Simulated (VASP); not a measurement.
A run of VASP 6.6.1:

File INCAR:

```
  PREC = Accurate
  ENCUT = 520
  EDIFF = 1E-7
  ISMEAR = 0
  SIGMA = 0.1
  LREAL = F
  LASPH = T
  NELM = 100
  ALGO = Normal
  ISIF = 2
  LWAVE = F
  LCHARG = F
  GGA = PS
  NBANDS = 20
```

KPOINTS

```
regular mesh
0
Gamma
  12 12 14
```

The input POSCAR:

```
SrCuSi
1.0
    4.1618950371      0.0000000000      0.0000000000
   -2.0809475186      3.6043068300      0.0000000000
    0.0000000000      0.0000000000      2.7036241830
Sr Si Cu
1 1 1
Direct
    0.0000000000      0.0000000000      0.0000000000
    0.6666666667      0.3333333333      0.5000000000
    0.3333333333      0.6666666667      0.5000000000
```

Potentials or basis: VASP PAW PBE potentials, release 64 (Sr_sv, Si, Cu).

Launch:

```sh
$ cat potpaw_PBE.64/Sr_sv/POTCAR potpaw_PBE.64/Si/POTCAR potpaw_PBE.64/Cu/POTCAR > POTCAR
$ mpirun -np 1 vasp_std > vasp.out
```

Hardware: 1 thread of Intel(R) Xeon(R) Platinum 8559C (Emerald Rapids), with other jobs on the host.

Problem. Estimate the wall time of this run.

Solution. Run time: 51 s on 1 thread of Intel(R) Xeon(R) Platinum 8559C (Emerald Rapids), with other jobs on the host, peak memory 0.26 GiB. Counts: scf iterations 19, k points 152.
